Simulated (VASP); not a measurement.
A run of VASP 6.6.1 is set up as follows.

The input INCAR:

```
SYSTEM = Sb
PREC = Accurate
ENCUT = 520
EDIFF = 1E-6
ISMEAR = -1
SIGMA = 0.1
LREAL = .FALSE.
LASPH = .TRUE.
NELM = 80
ALGO = Normal
ISIF = 2
LWAVE = .FALSE.
LCHARG = .TRUE.
GGA = RP
LELF = .TRUE.
LVHAR = .TRUE.
NBANDS = 12
```

KPOINTS

```
Automatic mesh
0
G
  14 14 14
  0 0 0
```

File POSCAR:

```
Sb
1.0
    2.1394806856      1.2352297498      3.8733816683
   -2.1394806856      1.2352297498      3.8733816683
    0.0000000000     -2.4704594995      3.8733816684
Sb
2
Direct
    0.2303412899      0.2303412899      0.2303412899
    0.7696587101      0.7696587101      0.7696587101
```

Potentials or basis: VASP PAW PBE potentials, release 64 (Sb).

Command:

```bash
$ cat potpaw_PBE.64/Sb/POTCAR > POTCAR
$ mpirun -np 1 vasp_std > vasp.out
```

Q: Estimate the largest force.

A: 0.561 eV/Å.

Q: Estimate the band gap on the k mesh.

A: Zero (bands 5 and 6 overlap by 0.39 eV).

Q: Estimate the pressure.

A: 4.5 GPa.

Stress tensor (GPa, compression positive):
```
4.92 0.00 0.00
0.00 4.92 0.00
0.00 0.00 3.76
```

Caveat: the cell stands under pressure; the PAW data sets were made with another functional, which shifts forces and pressure a little; spin-orbit coupling is left out, which moves the levels of the heavy elements.
